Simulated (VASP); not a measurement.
BN: single point with r2SCAN

BN:

```
N B
1.0
     2.48147    0.00000    0.00000
    -1.24074    2.14902    0.00000
     0.00000    0.00000    6.59116
N B
2 2
Direct
  0.66667 0.33333 0.25000
  0.33333 0.66667 0.75000
  0.66667 0.33333 0.75000
  0.33333 0.66667 0.25000
```

```
Program                : VASP 6.6.1
Task                   : single point
Functional             : r2SCAN
Potentials or basis    : VASP PAW PBE potentials, release 64 (N, B)
Cutoff                 : 520 eV
k mesh                 : 12 × 12 × 4
Occupations            : fermi-dirac, width 0.05 eV
Spin                   : no spin polarisation
Dipole correction      : no
Further INCAR settings : ALGO = Normal; EDIFF = 1e-06; NBANDS = 16
```

| Property | Result |
| --- | --- |
| Pressure | 6.8 GPa |
| Band gap on the k mesh | 4.91 eV, indirect (least direct gap 5.35 eV) |

Stress tensor (GPa, compression positive):
```
9.80 0.00 0.00
0.00 9.80 0.00
0.00 0.00 0.92
```

Levels at points of the mesh, in eV from the valence-band top:
| k point | band 5 | band 6 | band 7 | band 8 | band 9 | band 10 | band 11 | band 12 |
| --- | --- | --- | --- | --- | --- | --- | --- | --- |
| (0.00, 0.00, 0.00) | -1.32 | -1.32 | -1.28 | -1.28 | 5.69 | 11.28 | 12.53 | 12.53 |
| (0.50, 0.00, 0.00) | -4.33 | -4.26 | -1.49 | -0.44 | 4.91 | 6.43 | 10.47 | 10.96 |
| (0.00, 0.00, 0.50) | -1.30 | -1.30 | -1.30 | -1.30 | 8.26 | 8.26 | 12.59 | 12.59 |
| (0.50, 0.00, 0.50) | -4.30 | -4.30 | -0.94 | -0.94 | 5.40 | 5.40 | 10.93 | 10.93 |

It took 2.5 min on 1 thread of AMD EPYC 7R43 64-Core Processor (Zen 3), with other jobs on the host, peak memory 0.12 GiB.

Caveat: the PAW data sets were made with another functional, which shifts forces and pressure a little. A k mesh can miss the band edges.
